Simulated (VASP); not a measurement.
# GdB (Fm-3m) in VASP: a series of runs

GdB is run at these levels: PBE+U; tasks: single point.

Program: VASP 6.6.1. These are calculated values, not measurements. Logs are shortened: lines on timing, memory, paths and dates and some standing lists are left out, and cuts for length are marked.

### Step 1. The cell of the first run

It takes space group Fm-3m (No. 225, cubic). Conventional cell: a = 5.491 Å, b = 5.491 Å, c = 5.491 Å, α = 90.00°, β = 90.00°, γ = 90.00°. Within 3.6 Å of Gd (site symmetry m-3m) lie 6 B at 2.75 Å. Within 3.6 Å of B (site symmetry m-3m) lie 6 Gd at 2.75 Å.

### Step 2. Single point, PBE+U, collinear spin, ferromagnetic start (20.70 Å³/atom)

Input file INCAR:

```
PREC = Accurate ; ENCUT = 520
EDIFF = 1E-7 ; ISMEAR = 0
SIGMA = 0.05 ; LREAL = False
LASPH = True ; NELM = 150
ALGO = Normal ; ISIF = 2
LWAVE = False ; LCHARG = False
ISPIN = 2 ; MAGMOM = 7.87 0.42
LORBIT = 11 ; LMAXMIX = 6
LDAU = True ; LDAUTYPE = 2
LDAUL = 3 -1 ; LDAUU = 6 0
LDAUJ = 0 0 ; LDAUPRINT = 1
GGA = PE ; NBANDS = 22
```

Input file KPOINTS:

```
regular mesh
0
Gamma
  10 10 10
```

Input file POSCAR:

```
GdB
1.0
    0.0000000000      2.7457020405      2.7457020405
    2.7457020405      0.0000000000      2.7457020405
    2.7457020405      2.7457020405      0.0000000000
Gd B
1 1
Direct
    0.5000000000      0.5000000000      0.5000000000
    0.0000000000      0.0000000000      0.0000000000
```

Potentials or basis: VASP PAW PBE potentials, release 64 (Gd, B).

Launch:

```sh
$ cat potpaw_PBE.64/Gd/POTCAR potpaw_PBE.64/B/POTCAR > POTCAR
$ mpirun -np 1 vasp_std > vasp.out
```

OUTCAR:

```text
PREC = Accurate
   ENCUT = 520
   EDIFF = 1E-7
   ISMEAR = 0
   LREAL = False
   LASPH = True
   NELM = 150
   ISIF = 2
   ISPIN = 2
   LORBIT = 11
   GGA = PE

 ion  position               nearest neighbor table
   1  0.500  0.500  0.500-   2 2.75   2 2.75   2 2.75   2 2.75   2 2.75   2 2.75
   2  0.000  0.000  0.000-   1 2.75   1 2.75   1 2.75   1 2.75   1 2.75   1 2.75

  LATTYP: Found a face centered cubic cell.
 ALAT       =     5.4914040810

  Lattice vectors:

 A1 = (   0.0000000000,   2.7457020405,   2.7457020405)
 A2 = (   2.7457020405,   0.0000000000,   2.7457020405)
 A3 = (   2.7457020405,   2.7457020405,   0.0000000000)

Analysis of symmetry for initial positions (statically):
=====================================================================
 Subroutine PRICEL returns:
 Original cell was already a primitive cell.

 Routine SETGRP: Setting up the symmetry group for a
 face centered cubic supercell.

 Subroutine GETGRP returns: Found 48 space group operations
 (whereof 48 operations were pure point group operations)
 out of a pool of 48 trial point group operations.

The static configuration has the point symmetry O_h .

Analysis of symmetry for dynamics (positions and initial velocities):
=====================================================================
 Subroutine PRICEL returns:
 Original cell was already a primitive cell.

 Routine SETGRP: Setting up the symmetry group for a
 face centered cubic supercell.

 Subroutine GETGRP returns: Found 48 space group operations
 (whereof 48 operations were pure point group operations)
 out of a pool of 48 trial point group operations.

The dynamic configuration has the point symmetry O_h .

Analysis of structural, dynamic, and magnetic symmetry:
=====================================================================
 Subroutine PRICEL returns:
 Original cell was already a primitive cell.

 Routine SETGRP: Setting up the symmetry group for a
 face centered cubic supercell.

 Subroutine GETGRP returns: Found 48 space group operations
 (whereof 48 operations were pure point group operations)
 out of a pool of 48 trial point group operations.

The overall configuration has the point symmetry O_h .

 Subroutine INISYM returns: Found 48 space group operations
 (whereof 48 operations are pure point group operations),
 and found     1 'primitive' translations

----------------------------------------------------------------------------------------

                                     Primitive cell

  volume of cell :      41.3990

  direct lattice vectors                    reciprocal lattice vectors
     0.000000000  2.745702040  2.745702040    -0.182102789  0.182102789  0.182102789
     2.745702040  0.000000000  2.745702040     0.182102789 -0.182102789  0.182102789
     2.745702040  2.745702040  0.000000000     0.182102789  0.182102789 -0.182102789

  length of vectors
     3.883009064  3.883009064  3.883009064     0.315411283  0.315411283  0.315411283

  position of ions in fractional coordinates (direct lattice)
     0.500000000  0.500000000  0.500000000
     0.000000000  0.000000000  0.000000000

  ion indices of the primitive-cell ions
   primitive index   ion index
                 1           1
                 2           2

----------------------------------------------------------------------------------------

 KPOINTS: regular mesh

Automatic generation of k-mesh.
 Grid dimensions read from file:
 generate k-points for:   10   10   10

 Generating k-lattice:

  Cartesian coordinates                     Fractional coordinates (reciprocal lattice)
    -0.018210279  0.018210279  0.018210279     0.100000000  0.000000000  0.000000000
     0.018210279 -0.018210279  0.018210279     0.000000000  0.100000000  0.000000000
[... 63 lines left out ...]
   NFREE  =      0    steps in history (QN), initial steepest desc. (CG)
   ISIF   =      2    stress and relaxation
   ISYM   =      2    0-nonsym 1-usesym 2-fastsym
   POTIM  = 0.5000    time-step for ionic-motion
   TEBEG  =    0.0;   TEEND  =   0.0 temperature during run
   PSTRESS=    0.0 pullay stress
   NELECT =      21.0000    total number of electrons
   NUPDOWN=      -1.0000    fix difference up-down
   EMIN   =  10.00;   EMAX   =-10.00  energy-range for DOS
   EFERMI =   0.00;   METHOD = LEGACY
   ISMEAR =     0;   SIGMA  =   0.05  broadening in eV -4-tet -1-fermi 0-gaus
   EFERMI_NEDOS =   21; number of points for ismear=-14 and -15
   IALGO  =     38    algorithm
   IMIX   =      4    mixing-type and parameters
     AMIX     =   0.40;   BMIX     =  1.00
     AMIX_MAG =   1.60;   BMIX_MAG =  1.00
  volume/ion in A,a.u.               =      20.70       139.69
  Fermi-wavevector in a.u.,A,eV,Ry     =   1.305623  2.467270 23.193198  1.704652
  Thomas-Fermi vector in A             =   2.436480
   LORBIT       =     11    0 simple, 1 ext, 2 COOP (PROOUT), +10 PAW based schemes
 LDA+U is selected, type is set to LDAUTYPE =  2
   angular momentum for each species LDAUL =     3   -1
   U (eV)           for each species LDAUU =   6.0  0.0
   J (eV)           for each species LDAUJ =   0.0  0.0
   GGA     = PE    functional components
   LHFCALC =     F    Hartree Fock is set to
   AEXX    =    0.0000 exact exchange contribution
   IVDW    =     0    specifies the selected vdW correction
   LEPSILON=     F    determine dielectric tensor
   LRPA    =     F    only Hartree local field effects (RPA)
 spin polarized calculation
 Gauss-broadening in eV      SIGMA  =   0.05
  energy-cutoff  :      520.00
  volume of cell :       41.40
 maximum number of plane-waves:      1139
 NGX is ok and might be reduce to    30
   NGX = 15   NGY = 15   NGZ = 15

atom =   1  type =  1  l = 3

 onsite density matrix

spin component  1

  0.9899  0.0000 -0.0001  0.0000  0.0000  0.0000  0.0000
  0.0000  0.9904 -0.0000  0.0000  0.0000 -0.0000  0.0000
 -0.0001 -0.0000  0.9900  0.0000  0.0000 -0.0000  0.0000
  0.0000  0.0000  0.0000  0.9898 -0.0000 -0.0000  0.0000
  0.0000  0.0000  0.0000 -0.0000  0.9900  0.0000  0.0001
  0.0000 -0.0000 -0.0000 -0.0000  0.0000  0.9901  0.0000
  0.0000  0.0000  0.0000  0.0000  0.0001  0.0000  0.9899

spin component  2

  0.0019 -0.0000  0.0009  0.0000  0.0000 -0.0000  0.0000
 -0.0000  0.0003 -0.0000 -0.0000 -0.0000 -0.0000 -0.0000
  0.0009 -0.0000  0.0015  0.0000  0.0000  0.0000  0.0000
  0.0000 -0.0000  0.0000  0.0026 -0.0000  0.0000 -0.0000
  0.0000 -0.0000  0.0000 -0.0000  0.0015 -0.0000 -0.0009
 -0.0000 -0.0000  0.0000  0.0000 -0.0000  0.0008  0.0000
  0.0000 -0.0000  0.0000 -0.0000 -0.0009  0.0000  0.0019

 occupancies and eigenvectors

  o =  0.0003  v =  0.0000  0.0000  0.0000  0.0000  0.0000  0.0000  0.0000  0.0000  1.0000 -0.0000  0.0000  0.0000 -0.0000  0.0000      0.0000  0.0000  0.0000  0.0000  0.0000  0.0000  0.0000  0.0000  0.0000  0.0000  0.0000  0.0000  0.0000  0.0000
  o =  0.0008  v =  0.0000  0.0000  0.0000  0.0000  0.0000  0.0000  0.0000 -0.0001  0.0000  0.0001 -0.0000 -0.7906 -0.0000 -0.6124      0.0000  0.0000  0.0000  0.0000  0.0000  0.0000  0.0000  0.0000  0.0000  0.0000  0.0000  0.0000  0.0000  0.0000
  o =  0.0008  v =  0.0000  0.0000  0.0000  0.0000  0.0000  0.0000  0.0000 -0.6124  0.0000  0.7906  0.0000  0.0001 -0.0000  0.0001      0.0000  0.0000  0.0000  0.0000  0.0000  0.0000  0.0000  0.0000  0.0000  0.0000  0.0000  0.0000  0.0000  0.0000
  o =  0.0008  v =  0.0000  0.0000  0.0000  0.0000  0.0000  0.0000  0.0000  0.0000 -0.0000 -0.0000  0.0000  0.0000 -1.0000  0.0000      0.0000  0.0000  0.0000  0.0000  0.0000  0.0000  0.0000  0.0000  0.0000  0.0000  0.0000  0.0000  0.0000  0.0000
  o =  0.0026  v =  0.0000  0.0000  0.0000  0.0000  0.0000  0.0000  0.0000  0.0000  0.0000  0.0000 -0.0000  0.6124 -0.0000 -0.7906      0.0000  0.0000  0.0000  0.0000  0.0000  0.0000  0.0000  0.0000  0.0000  0.0000  0.0000  0.0000  0.0000  0.0000
  o =  0.0026  v =  0.0000  0.0000  0.0000  0.0000  0.0000  0.0000  0.0000  0.7906 -0.0000  0.6124 -0.0002 -0.0000 -0.0000  0.0000      0.0000  0.0000  0.0000  0.0000  0.0000  0.0000  0.0000  0.0000  0.0000  0.0000  0.0000  0.0000  0.0000  0.0000
  o =  0.0026  v =  0.0000  0.0000  0.0000  0.0000  0.0000  0.0000  0.0000 -0.0001  0.0000 -0.0001 -1.0000 -0.0000 -0.0000  0.0000      0.0000  0.0000  0.0000  0.0000  0.0000  0.0000  0.0000  0.0000  0.0000  0.0000  0.0000  0.0000  0.0000  0.0000
  o =  0.9898  v = -0.0001 -0.0000 -0.0001  1.0000 -0.0056  0.0000  0.0072  0.0000  0.0000  0.0000  0.0000  0.0000  0.0000  0.0000      0.0000  0.0000  0.0000  0.0000  0.0000  0.0000  0.0000  0.0000  0.0000  0.0000  0.0000  0.0000  0.0000  0.0000
  o =  0.9898  v =  0.7906 -0.0000  0.6124  0.0002  0.0003  0.0000 -0.0004  0.0000  0.0000  0.0000  0.0000  0.0000  0.0000  0.0000      0.0000  0.0000  0.0000  0.0000  0.0000  0.0000  0.0000  0.0000  0.0000  0.0000  0.0000  0.0000  0.0000  0.0000
  o =  0.9898  v = -0.0004 -0.0000 -0.0003  0.0092  0.6123  0.0000 -0.7905  0.0000  0.0000  0.0000  0.0000  0.0000  0.0000  0.0000      0.0000  0.0000  0.0000  0.0000  0.0000  0.0000  0.0000  0.0000  0.0000  0.0000  0.0000  0.0000  0.0000  0.0000
  o =  0.9901  v = -0.0000  0.0000  0.0000 -0.0000  0.0235  0.9996  0.0182  0.0000  0.0000  0.0000  0.0000  0.0000  0.0000  0.0000      0.0000  0.0000  0.0000  0.0000  0.0000  0.0000  0.0000  0.0000  0.0000  0.0000  0.0000  0.0000  0.0000  0.0000
  o =  0.9901  v = -0.0007  0.0000  0.0009 -0.0000  0.7902 -0.0297  0.6121  0.0000  0.0000  0.0000  0.0000  0.0000  0.0000  0.0000      0.0000  0.0000  0.0000  0.0000  0.0000  0.0000  0.0000  0.0000  0.0000  0.0000  0.0000  0.0000  0.0000  0.0000
  o =  0.9901  v = -0.6124 -0.0000  0.7906 -0.0000 -0.0009  0.0000 -0.0007  0.0000  0.0000  0.0000  0.0000  0.0000  0.0000  0.0000      0.0000  0.0000  0.0000  0.0000  0.0000  0.0000  0.0000  0.0000  0.0000  0.0000  0.0000  0.0000  0.0000  0.0000
  o =  0.9904  v =  0.0000 -1.0000 -0.0000 -0.0000 -0.0000  0.0000  0.0000  0.0000  0.0000  0.0000  0.0000  0.0000  0.0000  0.0000      0.0000  0.0000  0.0000  0.0000  0.0000  0.0000  0.0000  0.0000  0.0000  0.0000  0.0000  0.0000  0.0000  0.0000

 number of electron      20.9999993 magnetization       8.0363543

 Free energy of the ion-electron system (eV)
  ---------------------------------------------------
  ext. energy  EPLUGINS =         0.00000000
  ---------------------------------------------------
  free energy    TOTEN  =       -17.33098726 eV

  energy without entropy =      -17.32815797  energy(sigma->0) =      -17.32957261

 E-fermi :   2.5232     XC(G=0): -10.3019

 val. band max:        2.5003200916   @ k =  -0.4000   0.4000   0.2000
 cond. band min:       2.5487828402   @ k =  -0.3000   0.2000   0.0000
 fundamental gap:      0.0484627485
 Fermi energy:         2.5232326878

 spin component 1

 k-point     1 :       0.0000    0.0000    0.0000
  band No.  band energies     occupation
      1     -41.8804      1.00000
      2     -19.0694      1.00000
      3     -19.0694      1.00000
      4     -19.0694      1.00000
      5      -5.0803      1.00000
      6      -4.4990      1.00000
[... 1193 lines left out ...]
     21      12.9116      0.00000
     22      13.9578      0.00000

 [... further k-points ...]

------------------------ aborting loop because EDIFF is reached ----------------------------------------

  FORCE on cell =-STRESS in cart. coord.  units (eV):
  Direction    XX          YY          ZZ          XY          YZ          ZX
  --------------------------------------------------------------------------------------
  -------------------------------------------------------------------------------------
  Total       -0.6444494     -0.6444494     -0.6444494      0.0000000     -0.0000000      0.0000000
  in kB      -24.9407305    -24.9407305    -24.9407305      0.0000000     -0.0000000      0.0000000
  external PRESSURE =     -24.9407305 kB  Pullay stress =       0.0000000 kB

 VOLUME and BASIS-vectors are now :
 -----------------------------------------------------------------------------
  energy-cutoff  :      520.00
  volume of cell :       41.40
      direct lattice vectors                 reciprocal lattice vectors
     0.000000000  2.745702040  2.745702040    -0.182102789  0.182102789  0.182102789
     2.745702040  0.000000000  2.745702040     0.182102789 -0.182102789  0.182102789
     2.745702040  2.745702040  0.000000000     0.182102789  0.182102789 -0.182102789

 POSITION                                       TOTAL-FORCE (eV/Angst)
 -----------------------------------------------------------------------------------
      2.74570      2.74570      2.74570         0.000000     -0.000000     -0.000000
      0.00000      0.00000      0.00000        -0.000000      0.000000      0.000000
 -----------------------------------------------------------------------------------
    total drift:                                0.000000     -0.000000      0.000000

  FREE ENERGIE OF THE ION-ELECTRON SYSTEM (eV)
  ---------------------------------------------------
  free  energy   TOTEN  =       -17.3309872568 eV

  energy  without entropy=      -17.3281579708  energy(sigma->0) =      -17.32957261

 total charge

# of ion       s       p       d       f       tot
--------------------------------------------------
    1        2.042   5.624   0.552   6.935  15.153
    2        0.773   0.837   0.000   0.000   1.611
--------------------------------------------------
tot          2.815   6.462   0.552   6.935  16.764

 magnetization (x)

# of ion       s       p       d       f       tot
--------------------------------------------------
    1       -0.005  -0.068   0.201   6.915   7.043
    2       -0.002   0.221   0.000   0.000   0.219
--------------------------------------------------
tot         -0.007   0.153   0.201   6.915   7.261
```

Run time: 95 s. Hardware: 1 thread of AMD EPYC 9R45 (Zen 5), shared host; peak memory 0.21 GiB.

What came out:

```
Free energy                                           : -17.3310 eV
Pressure                                              : -2.5 GPa
Net moment                                            : 8.04 μB per cell
Site moments                                          : Gd +7.04; B +0.22 μB
Valence electrons inside the program's atomic spheres : Gd 15.15; B 1.61
```

Levels at points of the mesh, in eV from the Fermi level:
Spin up:
```
           k point  band 12  band 13  band 14  band 15  band 16  band 17  band 18  band 19
(0.00, 0.00, 0.00)    -6.94     1.97     1.97     1.97     2.16     2.16     2.16     3.27
(0.50, 0.00, 0.00)    -4.71    -3.35    -1.01    -1.01     4.77     4.77     5.25     5.80
(0.50, 0.50, 0.00)    -6.10    -0.90    -0.24     1.18     1.18     4.59     5.73     5.73
```
Spin down:
| k point | band 2 | band 3 | band 4 | band 5 | band 6 | band 7 | band 8 | band 9 | band 10 | band 11 |
| --- | --- | --- | --- | --- | --- | --- | --- | --- | --- | --- |
| (0.00, 0.00, 0.00) | -19.21 | -19.21 | -19.21 | -6.88 | 2.18 | 2.18 | 2.18 | 2.94 | 2.94 | 2.94 |
| (0.50, 0.00, 0.00) | -19.72 | -19.27 | -19.27 | -4.04 | -2.60 | -0.20 | -0.20 | 3.85 | 4.17 | 4.17 |
| (0.50, 0.50, 0.00) | -19.66 | -19.39 | -19.39 | -5.40 | -0.04 | 0.56 | 1.63 | 1.63 | 4.24 | 4.28 |

Eigenvalues of the final occupation matrices:
```csv
site,spin,trace,eigenvalues
site 1 f,1,6.93,0.99 0.99 0.99 0.99 0.99 0.99 0.99
site 1 f,2,0.01,0.00 0.00 0.00 0.00 0.00 0.00 0.00
```

Caveat: spin-orbit coupling is left out, which moves the levels of the heavy elements; a cell with one magnetic atom can't hold antiferromagnetic order, which such compounds often take. The state reached can hang on the start; a lower one may exist.

[end of part 1 of 2]
